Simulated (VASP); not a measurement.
# BP in VASP: further runs

The runs below take BP through single point, with PBEsol.

Everything below comes from runs of VASP 6.6.1. Logs are shortened: lines on timing, memory, paths and dates and some standing lists are left out, and cuts for length are marked.

## Step 1: The cell of the first run

The cell holds a slab with vacuum, 32 atoms: a = 6.392 Å, b = 6.392 Å, c = 22.910 Å, α = 90.00°, β = 90.00°, γ = 90.00°.

## Step 2: Single point, PBEsol

Contents of INCAR:

```
PREC = Accurate ; ENCUT = 420
EDIFF = 1E-6 ; ISMEAR = 0
SIGMA = 0.05 ; LREAL = Auto
LASPH = True ; NELM = 120
ALGO = Normal ; ISIF = 2
LWAVE = False ; LCHARG = False
LDIPOL = True ; IDIPOL = 3
DIPOL = 0.5 0.5 0.499 ; GGA = PS
NBANDS = 86 ; GGA_COMPAT = False
NELMDL = -8
```

Contents of KPOINTS:

```
regular mesh
0
Gamma
  4 4 1
```

Contents of POSCAR:

```
BP
1.0
    6.3924896789      0.0000000000      0.0000000000
    0.0000000000      6.3924896789      0.0000000000
    0.0000000000      0.0000000000     22.9103024011
P B
16 16
Direct
    0.5000000000      0.2500000000      0.3273636405
    0.5000000000      0.7500000000      0.3273636405
    0.0000000000      0.2500000000      0.3273636405
    0.0000000000      0.7500000000      0.3273636405
    0.7500000000      0.5000000000      0.4260129888
    0.7500000000      0.0000000000      0.4260129888
    0.2500000000      0.5000000000      0.4260129888
    0.2500000000      0.0000000000      0.4260129888
    0.0000000000      0.7500000000      0.5245213783
    0.0000000000      0.2500000000      0.5245213783
    0.5000000000      0.7500000000      0.5245213783
    0.5000000000      0.2500000000      0.5245213783
    0.2500000000      0.0000000000      0.6241056431
    0.2500000000      0.5000000000      0.6241056431
    0.7500000000      0.0000000000      0.6241056431
    0.7500000000      0.5000000000      0.6241056431
    0.2500000000      0.2500000000      0.3766883147
    0.2500000000      0.7500000000      0.3766883147
    0.7500000000      0.2500000000      0.3766883147
    0.7500000000      0.7500000000      0.3766883147
    0.5000000000      0.5000000000      0.4751160048
    0.5000000000      0.0000000000      0.4751160048
    0.0000000000      0.5000000000      0.4751160048
    0.0000000000      0.0000000000      0.4751160048
    0.7500000000      0.7500000000      0.5731620583
    0.7500000000      0.2500000000      0.5731620583
    0.2500000000      0.7500000000      0.5731620583
    0.2500000000      0.2500000000      0.5731620583
    0.0000000000      0.0000000000      0.6650207164
    0.0000000000      0.5000000000      0.6650207164
    0.5000000000      0.0000000000      0.6650207164
    0.5000000000      0.5000000000      0.6650207164
```

Potentials or basis: VASP PAW PBE potentials, release 64 (P, B).

Command:

```
> cat potpaw_PBE.64/P/POTCAR potpaw_PBE.64/B/POTCAR > POTCAR
> mpirun -np 1 vasp_std > vasp.out
```

OUTCAR:

```text
PREC = Accurate
   ENCUT = 420
   EDIFF = 1E-6
   ISMEAR = 0
   LREAL = Auto
   LASPH = True
   NELM = 120
   ISIF = 2
   GGA = PS
   NELMDL = -8

 ion  position               nearest neighbor table
   1  0.500  0.250  0.327-  17 1.96  19 1.96
   2  0.500  0.750  0.327-  18 1.96  20 1.96
   3  0.000  0.250  0.327-  17 1.96  19 1.96
   4  0.000  0.750  0.327-  18 1.96  20 1.96
   5  0.750  0.500  0.426-  21 1.95  23 1.95  19 1.96  20 1.96
   6  0.750  0.000  0.426-  22 1.95  24 1.95  19 1.96  20 1.96
   7  0.250  0.500  0.426-  21 1.95  23 1.95  17 1.96  18 1.96
   8  0.250  0.000  0.426-  22 1.95  24 1.95  17 1.96  18 1.96
   9  0.000  0.750  0.525-  25 1.95  27 1.95  23 1.96  24 1.96
  10  0.000  0.250  0.525-  26 1.95  28 1.95  23 1.96  24 1.96
[... 29 lines left out ...]
 A1 = (   6.3924896789,   0.0000000000,   0.0000000000)
 A2 = (   0.0000000000,   6.3924896789,   0.0000000000)
 A3 = (   0.0000000000,   0.0000000000,  22.9103024011)

Analysis of symmetry for initial positions (statically):
=====================================================================
 Subroutine PRICEL returns following result:

  LATTYP: Found a simple tetragonal cell.
 ALAT       =     3.1962448394
 C/A-ratio  =     7.1678809202

  Lattice vectors:

 A1 = (   3.1962448394,   0.0000000000,   0.0000000000)
 A2 = (   0.0000000000,   3.1962448394,   0.0000000000)
 A3 = (   0.0000000000,   0.0000000000,  22.9103024011)

   4 primitive cells build up your supercell.

 Routine SETGRP: Setting up the symmetry group for a
 simple tetragonal supercell.

 Subroutine GETGRP returns: Found  4 space group operations
 (whereof  4 operations were pure point group operations)
 out of a pool of 16 trial point group operations.

The static configuration has the point symmetry C_2v.

Analysis of symmetry for dynamics (positions and initial velocities):
=====================================================================
 Subroutine PRICEL returns following result:

  LATTYP: Found a simple tetragonal cell.
 ALAT       =     3.1962448394
 C/A-ratio  =     7.1678809202

  Lattice vectors:

 A1 = (   3.1962448394,   0.0000000000,   0.0000000000)
 A2 = (   0.0000000000,   3.1962448394,   0.0000000000)
 A3 = (   0.0000000000,   0.0000000000,  22.9103024011)

   4 primitive cells build up your supercell.

[... 111 lines left out ...]
   POTIM  = 0.5000    time-step for ionic-motion
   TEBEG  =    0.0;   TEEND  =   0.0 temperature during run
   PSTRESS=    0.0 pullay stress
   NELECT =     128.0000    total number of electrons
   NUPDOWN=      -1.0000    fix difference up-down
   EMIN   =  10.00;   EMAX   =-10.00  energy-range for DOS
   EFERMI =   0.00;   METHOD = LEGACY
   ISMEAR =     0;   SIGMA  =   0.05  broadening in eV -4-tet -1-fermi 0-gaus
   EFERMI_NEDOS =   21; number of points for ismear=-14 and -15
   IALGO  =     38    algorithm
   IMIX   =      4    mixing-type and parameters
     AMIX     =   0.40;   BMIX     =  1.00
     AMIX_MAG =   1.60;   BMIX_MAG =  1.00
  volume/ion in A,a.u.               =      29.26       197.43
  Fermi-wavevector in a.u.,A,eV,Ry     =   0.843376  1.593749  9.677592  0.711283
  Thomas-Fermi vector in A             =   1.958234
   LORBIT       =      0    0 simple, 1 ext, 2 COOP (PROOUT), +10 PAW based schemes
   GGA     = PS    functional components
   LHFCALC =     F    Hartree Fock is set to
   AEXX    =    0.0000 exact exchange contribution
   IVDW    =     0    specifies the selected vdW correction
   LEPSILON=     F    determine dielectric tensor
   LRPA    =     F    only Hartree local field effects (RPA)
 non-spin polarized calculation
 Gauss-broadening in eV      SIGMA  =   0.05
  energy-cutoff  :      420.00
  volume of cell :      936.20
 maximum number of plane-waves:     18358
 NGX is ok and might be reduce to    48

 dipolmoment           0.000000      0.000000      0.019979 electrons x Angstroem

 number of electron     127.9999985 magnetization

 dipolmoment           0.000000      0.000000     -0.180496 electrons x Angstroem

 Free energy of the ion-electron system (eV)
  ---------------------------------------------------
  ext. energy  EPLUGINS =         0.00000000
  ---------------------------------------------------
  free energy    TOTEN  =      -198.76412278 eV

  energy without entropy =     -198.73873044  energy(sigma->0) =     -198.75142661

 E-fermi :  -0.5652     XC(G=0):  -5.2314

 val. band max:       -0.5898613909   @ k =   0.0000   0.2500   0.0000
 cond. band min:      -0.5629291414   @ k =   0.0000   0.5000   0.0000
 fundamental gap:      0.0269322495
 Fermi energy:        -0.5651763309

 k-point     1 :       0.0000    0.0000    0.0000
  band No.  band energies     occupation
      1     -15.9205      2.00000
      2     -14.8378      2.00000
      3     -13.3755      2.00000
      4     -13.3385      2.00000
      5     -13.3218      2.00000
      6     -13.2224      2.00000
[... 700 lines left out ...]
     75       2.9013      0.00000
     76       2.9013      0.00000
 [bands above 76 left out]

------------------------ aborting loop because EDIFF is reached ----------------------------------------

 vacuum level on the upper side and lower side of the slab       (xc-potential included)        -0.543         0.226

  FORCE on cell =-STRESS in cart. coord.  units (eV):
  Direction    XX          YY          ZZ          XY          YZ          ZX
  --------------------------------------------------------------------------------------
  -------------------------------------------------------------------------------------
  Total        3.3156667    -21.9929371      0.4742863      0.0000000      0.0000000      0.0000000
  in kB        5.6742774    -37.6376867      0.8116714      0.0000000      0.0000000      0.0000000
  external PRESSURE =     -10.3839126 kB  Pullay stress =       0.0000000 kB

 VOLUME and BASIS-vectors are now :
 -----------------------------------------------------------------------------
  energy-cutoff  :      420.00
  volume of cell :      936.20
      direct lattice vectors                 reciprocal lattice vectors
     6.392489679  0.000000000  0.000000000     0.156433573  0.000000000  0.000000000
     0.000000000  6.392489679  0.000000000     0.000000000  0.156433573  0.000000000
     0.000000000  0.000000000 22.910302401     0.000000000  0.000000000  0.043648485

 POSITION                                       TOTAL-FORCE (eV/Angst)
 -----------------------------------------------------------------------------------
      3.19624      1.59812      7.50000         0.000000     -0.000000     -0.075559
      3.19624      4.79437      7.50000         0.000000      0.000000     -0.075559
      0.00000      1.59812      7.50000        -0.000000      0.000000     -0.075559
      0.00000      4.79437      7.50000         0.000000     -0.000000     -0.075559
      4.79437      3.19624      9.76009        -0.000000      0.000000      0.015528
      4.79437      0.00000      9.76009         0.000000      0.000000      0.015528
[... 24 lines left out ...]
      3.19624      0.00000     15.23583        -0.000000      0.000000      0.002828
      3.19624      3.19624     15.23583        -0.000000      0.000000      0.002828
 -----------------------------------------------------------------------------------
    total drift:                               -0.000000      0.000000      0.007633

  FREE ENERGIE OF THE ION-ELECTRON SYSTEM (eV)
  ---------------------------------------------------
  free  energy   TOTEN  =      -198.7641227783 eV

  energy  without entropy=     -198.7387304441  energy(sigma->0) =     -198.75142661

 vacuum level on the upper side and lower side of the slab         4.773         5.552
```

OSZICAR:

```text
N       E                     dE             d eps       ncg     rms          rms(c)
DAV:   1     0.710698138717E+03    0.71070E+03   -0.43626E+04  1548   0.100E+03
DAV:   2    -0.121703525124E+03   -0.83240E+03   -0.79989E+03  2114   0.222E+02
DAV:   3    -0.206625861797E+03   -0.84922E+02   -0.83159E+02  1832   0.746E+01
[... 28 lines left out ...]
DAV:  32    -0.198764089157E+03   -0.49793E-05   -0.10811E-06  1112   0.331E-03    0.127E-02
DAV:  33    -0.198764106981E+03   -0.17824E-04   -0.40722E-06  1544   0.612E-03    0.524E-03
DAV:  34    -0.198764112970E+03   -0.59890E-05   -0.11551E-06  1152   0.304E-03    0.233E-03
DAV:  35    -0.198764118888E+03   -0.59185E-05   -0.36629E-07  1136   0.175E-03    0.181E-03
DAV:  36    -0.198764121938E+03   -0.30501E-05   -0.12987E-07  1080   0.923E-04    0.148E-03
DAV:  37    -0.198764122778E+03   -0.84014E-06   -0.36795E-08   984   0.676E-04
   1 F= -.19876412E+03 E0= -.19875143E+03  d E =-.253923E-01
```

stdout:

```text
POSCAR found type information on POSCAR P B
 POSCAR found :  2 types and      32 ions
 scaLAPACK will be used
 -----------------------------------------------------------------------------
|                                                                             |
|                                                                             |
|     You enforced a specific xc type in the INCAR file but a different       |
|     I HOPE YOU KNOW WHAT YOU ARE DOING!                                     |
|                                                                             |
 -----------------------------------------------------------------------------

 LDA part: xc-table for (Slater+PW92), standard interpolation
 POSCAR, INCAR and KPOINTS ok, starting setup
 FFT: planning ... GRIDC
 FFT: planning ... GRID_SOFT
 FFT: planning ... GRID
 WAVECAR not read
 entering main loop
```

Wall time 34 min (1 thread of Intel Xeon Platinum 8488C (Sapphire Rapids), shared host); peak memory 0.87 GiB.

Results:

* Free energy: -198.7641 eV
* Largest force: 0.076 eV/Å
* Band gap on the k mesh: zero (bands 64 and 65 overlap by 0.05 eV)

Forces in eV/Å, atoms in the order of the input:
```
P    0.000  0.000 -0.076
P    0.000  0.000 -0.076
P    0.000  0.000 -0.076
P    0.000  0.000 -0.076
P    0.000  0.000  0.016
P    0.000  0.000  0.016
P    0.000  0.000  0.016
P    0.000  0.000  0.016
P    0.000  0.000  0.004
P    0.000  0.000  0.004
P    0.000  0.000  0.004
P    0.000  0.000  0.004
P    0.000  0.000 -0.005
P    0.000  0.000 -0.005
P    0.000  0.000 -0.005
P    0.000  0.000 -0.005
B    0.000  0.000  0.054
B    0.000  0.000  0.054
B    0.000  0.000  0.054
B    0.000  0.000  0.054
B    0.000  0.000 -0.006
B    0.000  0.000 -0.006
B    0.000  0.000 -0.006
B    0.000  0.000 -0.006
B    0.000  0.000  0.009
B    0.000  0.000  0.009
B    0.000  0.000  0.009
B    0.000  0.000  0.009
B    0.000  0.000  0.003
B    0.000  0.000  0.003
B    0.000  0.000  0.003
B    0.000  0.000  0.003
```

Caveat: the PAW data sets were made with another functional, which shifts forces and pressure a little.

## Step 3: Single point, PBEsol

This run uses another cell than the first one: it holds 16 atoms, not 32.

Contents of INCAR:

```
SYSTEM = BP
ALGO = Normal
DIPOL = 0.5 0.5 0.499
EDIFF = 1E-6
ENCUT = 520
GGA = PS
IDIPOL = 3
ISIF = 2
ISMEAR = 0
LASPH = .TRUE.
LCHARG = .TRUE.
LDIPOL = .TRUE.
LELF = .TRUE.
LREAL = Auto
LVACPOTAV = .TRUE.
LVHAR = .TRUE.
LWAVE = .FALSE.
NBANDS = 46
NELM = 60
PREC = Accurate
SIGMA = 0.05
```

Contents of KPOINTS:

```
k-points
0
G
  4 8 1
  0 0 0
```

Contents of POSCAR:

```
BP
1.0
    6.3924896613      0.0000000000      0.0000000000
    0.0000000000      3.1962448307      0.0000000000
    0.0000000000      0.0000000000     22.9103023793
P B
8 8
Direct
    0.5000000000      0.5000000000      0.3273636409
    0.0000000000      0.5000000000      0.3273636409
    0.7500000000      0.0000000000      0.4260129889
    0.2500000000      0.0000000000      0.4260129889
    0.0000118063      0.5000378385      0.5245225593
    0.4999983813      0.5000638818      0.5245132686
    0.2501057582      0.0000459698      0.6239763858
    0.7499124164      0.0000791978      0.6239630858
    0.2500000000      0.5000000000      0.3766883149
    0.7500000000      0.5000000000      0.3766883149
    0.4999982529      0.0000662978      0.4751007114
    0.0000055759      0.0000201887      0.4751061772
    0.7499930253      0.5000630983      0.5731253161
    0.2500185828      0.5000375914      0.5731306522
   -0.0000051370      0.0018403382      0.6647976239
    0.5000212688     -0.0015625773      0.6649041244
```

Potentials or basis: VASP PAW PBE potentials, release 64 (P, B).

Command:

```
> cat potpaw_PBE.64/P/POTCAR potpaw_PBE.64/B/POTCAR > POTCAR
> mpirun -np 1 vasp_std > vasp.out
```

It took 8.5 min on 1 thread of Intel Xeon 6975P-C (Granite Rapids), shared host; peak memory 0.58 GiB.

The run converged. Its results:

```yaml
Free_energy: -99.3847 eV
Largest_force: 0.076 eV/Å
Band_gap_on_the_k_mesh: zero (bands 32 and 33 overlap by 0.67 eV)
```

Forces on the atoms (eV/Å):
```
P    0.000  0.000 -0.076
P    0.000  0.000 -0.075
P    0.001  0.001  0.006
P   -0.001  0.001  0.006
P   -0.001  0.000 -0.011
P    0.000 -0.001 -0.010
P   -0.001  0.000  0.017
P    0.001  0.000  0.019
B    0.000  0.000  0.054
B    0.000  0.000  0.054
B    0.000  0.000 -0.002
B    0.000  0.000 -0.002
B   -0.001  0.000 -0.003
B    0.000  0.000 -0.002
B    0.000 -0.002  0.013
B    0.000  0.002  0.012
```

Levels at points of the mesh, in eV from the Fermi level:
```csv
k point,band 28,band 29,band 30,band 31,band 32,band 33,band 34,band 35
"(0.00, 0.00, 0.00)",-1.36,-0.53,-0.41,-0.28,0.15,1.44,1.64,1.98
"(0.50, 0.00, 0.00)",-1.18,-0.87,-0.87,0.02,0.02,2.40,2.40,2.49
"(0.00, 0.50, 0.00)",-1.75,-1.38,-1.00,-0.98,-0.84,-0.45,0.02,0.26
"(0.50, 0.50, 0.00)",-3.14,-1.41,-1.41,-0.74,-0.74,-0.36,-0.36,0.46
```

Caveat: the PAW data sets were made with another functional, which shifts forces and pressure a little.

The gap in the log of VASP goes by the Fermi energy; the results here count the filled bands.